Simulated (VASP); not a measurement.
# As (Pm-3m) in VASP: further runs, part 3 of 4

VASP 6.6.1. Earlier steps stand in the parts before.

## 4. Single point, PBE (volume scaled by 0.96)

INCAR reads:

```
SYSTEM = As
PREC     = Accurate       ! precision mode
ENCUT    = 520            ! plane-wave cutoff, eV
EDIFF    = 1E-6           ! SCF threshold, eV
ISMEAR   = -1             ! smearing method
SIGMA    = 0.1            ! smearing width, eV
LREAL    = .False.        ! projectors in reciprocal space
LASPH    = .True.         ! aspherical terms in the spheres
NELM     = 100            ! most SCF steps
ALGO     = Normal         ! electronic algorithm
ISIF     = 2              ! what is computed and relaxed
LWAVE    = .False.        ! write WAVECAR
LCHARG   = .False.        ! write CHGCAR
GGA      = PE             ! functional
NBANDS   = 8              ! bands
```

KPOINTS reads:

```
regular mesh
0
Gamma
  13 13 13
  0 0 0
```

POSCAR reads:

```
As
1.0
    2.6973542230      0.0000000000      0.0000000000
    0.0000000000      2.6973542230      0.0000000000
    0.0000000000      0.0000000000      2.6973542230
As
1
Direct
    0.0000000000      0.0000000000      0.0000000000
```

Potentials or basis: VASP PAW PBE potentials, release 64 (As).

On the command line:

```sh
$ cat potpaw_PBE.64/As/POTCAR > POTCAR
$ mpirun -np 1 vasp_std > vasp.out
```

OUTCAR:

```text
SYSTEM = As
   PREC = Accurate
   ENCUT = 520
   EDIFF = 1E-6
   ISMEAR = -1
   LREAL = .False.
   LASPH = .True.
   NELM = 100
   ISIF = 2
   GGA = PE

 ion  position               nearest neighbor table
   1  0.000  0.000  0.000-

  LATTYP: Found a simple cubic cell.
 ALAT       =     2.6973542230

  Lattice vectors:

 A1 = (   2.6973542230,   0.0000000000,   0.0000000000)
 A2 = (   0.0000000000,   2.6973542230,   0.0000000000)
 A3 = (   0.0000000000,   0.0000000000,   2.6973542230)

Analysis of symmetry for initial positions (statically):
=====================================================================
 Subroutine PRICEL returns:
 Original cell was already a primitive cell.

 Routine SETGRP: Setting up the symmetry group for a
 simple cubic supercell.

 Subroutine GETGRP returns: Found 48 space group operations
 (whereof 48 operations were pure point group operations)
 out of a pool of 48 trial point group operations.

The static configuration has the point symmetry O_h .

Analysis of symmetry for dynamics (positions and initial velocities):
=====================================================================
 Subroutine PRICEL returns:
 Original cell was already a primitive cell.

 Routine SETGRP: Setting up the symmetry group for a
 simple cubic supercell.

 Subroutine GETGRP returns: Found 48 space group operations
 (whereof 48 operations were pure point group operations)
 out of a pool of 48 trial point group operations.

The dynamic configuration has the point symmetry O_h .

 Subroutine INISYM returns: Found 48 space group operations
 (whereof 48 operations are pure point group operations),
 and found     1 'primitive' translations

----------------------------------------------------------------------------------------

                                     Primitive cell

  volume of cell :      19.6252

  direct lattice vectors                    reciprocal lattice vectors
     2.697354223  0.000000000  0.000000000     0.370733659  0.000000000  0.000000000
     0.000000000  2.697354223  0.000000000     0.000000000  0.370733659  0.000000000
     0.000000000  0.000000000  2.697354223     0.000000000  0.000000000  0.370733659

  length of vectors
     2.697354223  2.697354223  2.697354223     0.370733659  0.370733659  0.370733659

  position of ions in fractional coordinates (direct lattice)
     0.000000000  0.000000000  0.000000000

  ion indices of the primitive-cell ions
   primitive index   ion index
                 1           1

----------------------------------------------------------------------------------------

 KPOINTS: regular mesh

Automatic generation of k-mesh.
 Grid dimensions read from file:
 generate k-points for:   13   13   13

 Generating k-lattice:

  Cartesian coordinates                     Fractional coordinates (reciprocal lattice)
     0.028517974  0.000000000  0.000000000     0.076923077  0.000000000  0.000000000
     0.000000000  0.028517974  0.000000000     0.000000000  0.076923077  0.000000000
     0.000000000  0.000000000  0.028517974     0.000000000  0.000000000  0.076923077

  Length of vectors
     0.028517974  0.028517974  0.028517974

  Shift w.r.t. Gamma in fractional coordinates (k-lattice)
     0.000000000  0.000000000  0.000000000

 Subroutine IBZKPT returns following result:
 ===========================================

 Found     84 irreducible k-points:

 Following reciprocal coordinates:
            Coordinates               Weight
  0.000000  0.000000  0.000000      1.000000
  0.076923  0.000000  0.000000      6.000000
  0.153846  0.000000  0.000000      6.000000
  0.230769  0.000000  0.000000      6.000000
  0.307692  0.000000  0.000000      6.000000
  0.384615  0.000000  0.000000      6.000000
[... 16 lines left out ...]
  0.307692  0.307692  0.000000     12.000000
  0.384615  0.307692  0.000000     24.000000
 [... further k-points ...]
   k-points           NKPTS =     84   k-points in BZ     NKDIM =     84   number of bands    NBANDS=      8
   number of dos      NEDOS =    301   number of ions     NIONS =      1
   total plane-waves  NPLWV =   8000
   dimension x,y,z NGX =    20 NGY =   20 NGZ =   20
   dimension x,y,z NGXF=    40 NGYF=   40 NGZF=   40
   ions per type =               1
   NGX,Y,Z   is equivalent  to a cutoff of  12.33, 12.33, 12.33 a.u.
   NGXF,Y,Z  is equivalent  to a cutoff of  24.65, 24.65, 24.65 a.u.
 SYSTEM =  As
   PREC   = accura    normal or accurate (medium, high low for compatibility)
   ISTART =      0    job   : 0-new  1-cont  2-samecut
   ICHARG =      2    charge: 1-file 2-atom 10-const
   ISPIN  =      1    spin polarized calculation?
   LNONCOLLINEAR =      F non collinear calculations
   LSORBIT =      F    spin-orbit coupling
   LASPH  =      T    aspherical Exc in radial PAW
   ENCUT  =  520.0 eV  38.22 Ry    6.18 a.u.   5.02  5.02  5.02*2*pi/ulx,y,z
   NELM   =    100;   NELMIN=  2; NELMDL= -5     # of ELM steps
   EDIFF  = 0.1E-05   stopping-criterion for ELM
   LREAL  =      F    real-space projection
   EDIFFG = 0.1E-04   stopping-criterion for IOM
   NSW    =      0    number of steps for IOM
   IBRION =     -1    ionic relax: 0-MD 1-quasi-New 2-CG
   NFREE  =      0    steps in history (QN), initial steepest desc. (CG)
   ISIF   =      2    stress and relaxation
   ISYM   =      2    0-nonsym 1-usesym 2-fastsym
   POTIM  = 0.5000    time-step for ionic-motion
   TEBEG  =    0.0;   TEEND  =   0.0 temperature during run
   PSTRESS=    0.0 pullay stress
   NELECT =       5.0000    total number of electrons
   NUPDOWN=      -1.0000    fix difference up-down
   EMIN   =  10.00;   EMAX   =-10.00  energy-range for DOS
   EFERMI =   0.00;   METHOD = LEGACY
   ISMEAR =    -1;   SIGMA  =   0.10  broadening in eV -4-tet -1-fermi 0-gaus
   EFERMI_NEDOS =   21; number of points for ismear=-14 and -15
   IALGO  =     38    algorithm
   IMIX   =      4    mixing-type and parameters
     AMIX     =   0.40;   BMIX     =  1.00
     AMIX_MAG =   1.60;   BMIX_MAG =  1.00
  volume/ion in A,a.u.               =      19.63       132.44
  Fermi-wavevector in a.u.,A,eV,Ry     =   1.037832  1.961217 14.654757  1.077094
  Thomas-Fermi vector in A             =   2.172288
   LORBIT       =      0    0 simple, 1 ext, 2 COOP (PROOUT), +10 PAW based schemes
   GGA     = PE    functional components
   LHFCALC =     F    Hartree Fock is set to
   AEXX    =    0.0000 exact exchange contribution
   IVDW    =     0    specifies the selected vdW correction
   LEPSILON=     F    determine dielectric tensor
   LRPA    =     F    only Hartree local field effects (RPA)
 non-spin polarized calculation
  energy-cutoff  :      520.00
  volume of cell :       19.63
 maximum number of plane-waves:       540
   NGX = 11   NGY = 11   NGZ = 11

 number of electron       5.0000001 magnetization

 Free energy of the ion-electron system (eV)
  ---------------------------------------------------
  ext. energy  EPLUGINS =         0.00000000
  ---------------------------------------------------
  free energy    TOTEN  =        -4.57053154 eV

  energy without entropy =       -4.56167290  energy(sigma->0) =       -4.56610222

 E-fermi :   6.1143     XC(G=0): -10.4658

 val. band max:        6.0744925598   @ k =   0.3077   0.2308   0.1538
 cond. band min:       6.1731852368   @ k =   0.3077   0.2308   0.2308
 fundamental gap:      0.0986926770
 Fermi energy:         6.1142993082

 k-point     1 :       0.0000    0.0000    0.0000
  band No.  band energies     occupation
      1      -9.0285      2.00000
      2      10.1991      0.00000
      3      10.1991      0.00000
      4      10.1991      0.00000
      5      14.5191      0.00000
      6      14.5191      0.00000
      7      16.6295      0.00000
      8      31.0216      0.00000

 k-point     2 :       0.0769    0.0000    0.0000
  band No.  band energies     occupation
      1      -8.9187      2.00000
      2       8.8151      0.00000
      3      10.2962      0.00000
      4      10.2962      0.00000
      5      14.6172      0.00000
      6      15.4791      0.00000
      7      17.3437      0.00000
      8      29.3620      0.00000
[... 221 lines left out ...]
 k-point    23 :       0.3077    0.3077    0.0000
  band No.  band energies     occupation
      1      -5.6853      2.00000
      2       3.2783      2.00000
      3       3.8693      2.00000
      4      12.9132      0.00000
      5      13.7059      0.00000
      6      18.7356      0.00000
      7      24.2316      0.00000
      8      24.8302      0.00000

 k-point    24 :       0.3846    0.3077    0.0000
  band No.  band energies     occupation
      1      -4.8904      2.00000
      2       1.8025      2.00000
      3       4.2700      2.00000
      4      12.1641      0.00000
      5      13.4388      0.00000
      6      19.5864      0.00000
      7      23.1257      0.00000
      8      24.4446      0.00000

 [... further k-points ...]
[... 5 lines left out ...]
  --------------------------------------------------------------------------------------
  -------------------------------------------------------------------------------------
  Total        0.4145930      0.4145930      0.4145930     -0.0000000     -0.0000000      0.0000000
  in kB       33.8468770     33.8468770     33.8468770     -0.0000000     -0.0000000      0.0000000
  external PRESSURE =      33.8468770 kB  Pullay stress =       0.0000000 kB

 VOLUME and BASIS-vectors are now :
 -----------------------------------------------------------------------------
  energy-cutoff  :      520.00
  volume of cell :       19.63
      direct lattice vectors                 reciprocal lattice vectors
     2.697354223  0.000000000  0.000000000     0.370733659  0.000000000  0.000000000
     0.000000000  2.697354223  0.000000000     0.000000000  0.370733659  0.000000000
     0.000000000  0.000000000  2.697354223     0.000000000  0.000000000  0.370733659

 POSITION                                       TOTAL-FORCE (eV/Angst)
 -----------------------------------------------------------------------------------
      0.00000      0.00000      0.00000         0.000000      0.000000      0.000000
 -----------------------------------------------------------------------------------
    total drift:                               -0.000000      0.000000      0.000000

  FREE ENERGIE OF THE ION-ELECTRON SYSTEM (eV)
  ---------------------------------------------------
  free  energy   TOTEN  =        -4.5705315420 eV

  energy  without entropy=       -4.5616728990  energy(sigma->0) =       -4.56610222
```

It took 5.9 s on 1 thread of AMD EPYC 7R13 (Zen 3), shared host; peak memory 0.1 GiB.

What came out:

```yaml
Free_energy: -4.5705 eV
Pressure: 3.4 GPa
```

Levels at points of the mesh, in eV from the Fermi level:
```tsv
k point	band 1	band 2	band 3	band 4	band 5	band 6
(0.00, 0.00, 0.00)	-15.14	4.08	4.08	4.08	8.40	8.40
```

Caveat: the cell differs from its parent crystal (volume scaled by 0.96).

## 5. Single point, PBE

This run uses another cell than the first one, of 20.44 Å³/atom, 1.136 times its volume.

INCAR reads:

```
PREC = Accurate
ENCUT = 520
EDIFF = 1E-6
ISMEAR = -1
SIGMA = 0.1
LREAL = False
LASPH = True
NELM = 100
ALGO = Normal
ISIF = 2
LWAVE = False
LCHARG = False
GGA = PE
NBANDS = 8
```

KPOINTS reads:

```
regular mesh
0
Gamma
  13 13 13
```

POSCAR reads:

```
As
1.0
    2.7343088730      0.0000000000      0.0000000000
    0.0000000000      2.7343088730      0.0000000000
    0.0000000000      0.0000000000      2.7343088730
As
1
Direct
    0.0000000000      0.0000000000      0.0000000000
```

Potentials or basis: VASP PAW PBE potentials, release 64 (As).

On the command line:

```sh
$ cat potpaw_PBE.64/As/POTCAR > POTCAR
$ mpirun -np 1 vasp_std > vasp.out
```

OUTCAR:

```text
PREC = Accurate
   ENCUT = 520
   EDIFF = 1E-6
   ISMEAR = -1
   LREAL = False
   LASPH = True
   NELM = 100
   ISIF = 2
   GGA = PE

 ion  position               nearest neighbor table
   1  0.000  0.000  0.000-

  LATTYP: Found a simple cubic cell.
 ALAT       =     2.7343088730

  Lattice vectors:

 A1 = (   2.7343088730,   0.0000000000,   0.0000000000)
 A2 = (   0.0000000000,   2.7343088730,   0.0000000000)
 A3 = (   0.0000000000,   0.0000000000,   2.7343088730)

Analysis of symmetry for initial positions (statically):
=====================================================================
 Subroutine PRICEL returns:
 Original cell was already a primitive cell.

 Routine SETGRP: Setting up the symmetry group for a
 simple cubic supercell.

 Subroutine GETGRP returns: Found 48 space group operations
 (whereof 48 operations were pure point group operations)
 out of a pool of 48 trial point group operations.

The static configuration has the point symmetry O_h .
[... 152 lines left out ...]
  ext. energy  EPLUGINS =         0.00000000
  ---------------------------------------------------
  free energy    TOTEN  =        -4.57834865 eV

  energy without entropy =       -4.56878187  energy(sigma->0) =       -4.57356526

 E-fermi :   5.6425     XC(G=0): -10.2878

 val. band max:        5.6146490197   @ k =   0.3077   0.2308   0.1538
 cond. band min:       5.7386828898   @ k =   0.3077   0.2308   0.2308
 fundamental gap:      0.1240338701
 Fermi energy:         5.6425493635

 k-point     1 :       0.0000    0.0000    0.0000
  band No.  band energies     occupation
      1      -9.1268      2.00000
      2       9.5788      0.00000
      3       9.5788      0.00000
      4       9.5788      0.00000
      5      14.0211      0.00000
      6      14.0211      0.00000
      7      15.8128      0.00000
      8      30.0375      0.00000
[... 243 lines left out ...]
 k-point    24 :       0.3846    0.3077    0.0000
  band No.  band energies     occupation
      1      -5.1879      2.00000
      2       1.5270      2.00000
      3       3.8637      2.00000
      4      11.7317      0.00000
      5      12.6234      0.00000
      6      18.8442      0.00000
      7      22.3787      0.00000
      8      23.6571      0.00000

 [... further k-points ...]
[... 5 lines left out ...]
  --------------------------------------------------------------------------------------
  -------------------------------------------------------------------------------------
  Total       -0.0239361     -0.0239361     -0.0239361     -0.0000000     -0.0000000     -0.0000000
  in kB       -1.8759463     -1.8759463     -1.8759463     -0.0000000     -0.0000000     -0.0000000
  external PRESSURE =      -1.8759463 kB  Pullay stress =       0.0000000 kB

 VOLUME and BASIS-vectors are now :
 -----------------------------------------------------------------------------
  energy-cutoff  :      520.00
  volume of cell :       20.44
      direct lattice vectors                 reciprocal lattice vectors
     2.734308873  0.000000000  0.000000000     0.365723130  0.000000000  0.000000000
     0.000000000  2.734308873  0.000000000     0.000000000  0.365723130  0.000000000
     0.000000000  0.000000000  2.734308873     0.000000000  0.000000000  0.365723130

 POSITION                                       TOTAL-FORCE (eV/Angst)
 -----------------------------------------------------------------------------------
      0.00000      0.00000      0.00000         0.000000      0.000000      0.000000
 -----------------------------------------------------------------------------------
    total drift:                               -0.000000      0.000000      0.000000

  FREE ENERGIE OF THE ION-ELECTRON SYSTEM (eV)
  ---------------------------------------------------
  free  energy   TOTEN  =        -4.5783486475 eV

  energy  without entropy=       -4.5687818715  energy(sigma->0) =       -4.57356526
```

OSZICAR:

```text
N       E                     dE             d eps       ncg     rms          rms(c)
DAV:   1     0.262730046237E+01    0.26273E+01   -0.20682E+03  1344   0.469E+02
DAV:   2    -0.450492418279E+01   -0.71322E+01   -0.69928E+01  1808   0.503E+01
DAV:   3    -0.457357592800E+01   -0.68652E-01   -0.68640E-01  1544   0.548E+00
DAV:   4    -0.457364834884E+01   -0.72421E-04   -0.72420E-04  2128   0.206E-01
DAV:   5    -0.457364838424E+01   -0.35394E-07   -0.35882E-07  1552   0.245E-03    0.198E+00
DAV:   6    -0.457630799118E+01   -0.26596E-02   -0.70140E-04  1656   0.199E-01    0.118E+00
DAV:   7    -0.457829583422E+01   -0.19878E-02   -0.18951E-03  1504   0.316E-01    0.800E-02
DAV:   8    -0.457834628917E+01   -0.50455E-04   -0.63643E-05  1800   0.588E-02    0.430E-03
DAV:   9    -0.457834831955E+01   -0.20304E-05   -0.15064E-06  1728   0.873E-03    0.235E-03
DAV:  10    -0.457834864747E+01   -0.32792E-06   -0.70202E-07  1608   0.532E-03
   1 F= -.45783486E+01 E0= -.45735653E+01  d E =-.956678E-02
```

stdout:

```text
POSCAR found type information on POSCAR As
 POSCAR found :  1 types and       1 ions
 scaLAPACK will be used
 LDA part: xc-table for (Slater+PW92), standard interpolation
 POSCAR, INCAR and KPOINTS ok, starting setup
 FFT: planning ... GRIDC
 FFT: planning ... GRID_SOFT
 FFT: planning ... GRID
 WAVECAR not read
 entering main loop
```

Wall time 6 s (1 thread of AMD EPYC 7R13 (Zen 3), shared host); peak memory 0.1 GiB.

What came out:

* Free energy: -4.5783 eV
* Pressure: -0.2 GPa

Levels at points of the mesh, in eV from the Fermi level:
```
           k point  band 1  band 2  band 3  band 4  band 5  band 6
(0.00, 0.00, 0.00)  -14.77    3.94    3.94    3.94    8.38    8.38
```

(Part 3 of 4 ends here.)
